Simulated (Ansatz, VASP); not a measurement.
**AlCu5 in VASP and in Ansatz**

```
CELL_PARAMETERS angstrom
7.90999 0.00000 0.00000
-3.95500 6.85025 0.00000
0.00000 0.00000 2.40645
ATOMIC_POSITIONS crystal
Al 0.00000 0.00000 0.00000
Cu 0.50000 0.00000 0.50000
Cu 0.00000 0.50000 0.50000
Cu 0.50000 0.50000 0.50000
Cu 0.33333 0.66667 0.50000
Cu 0.66667 0.33333 0.50000
```

Alike in both runs: functional PBE; k mesh 6 × 6 × 16; occupations gaussian, width 0.1 eV; no spin polarisation.

Ansatz relaxed the structure, and its values are those at the end. VASP's run is a single point on that final structure, the one shown.

|  | VASP | Ansatz |
| --- | --- | --- |
| version | VASP 6.6.1 | Ansatz 0.2.0 |
| potentials or method | VASP PAW PBE potentials, release 64 (Al, Cu), cutoff 520 eV | scalar-relativistic, plane waves, PAW |
| valence electrons in the cell | 58 | 98 |

```csv
,VASP,Ansatz,Ansatz less VASP
gap on the k mesh at the Fermi level (eV),none,none,-
pressure (GPa),0.2,0.0,-0.17
```

A gap of «none» marks a metal or a gap that the smearing closes. VASP's potentials hold 58 valence electrons a cell and Ansatz's 98, so a difference there can come from the potentials and not from the codes.
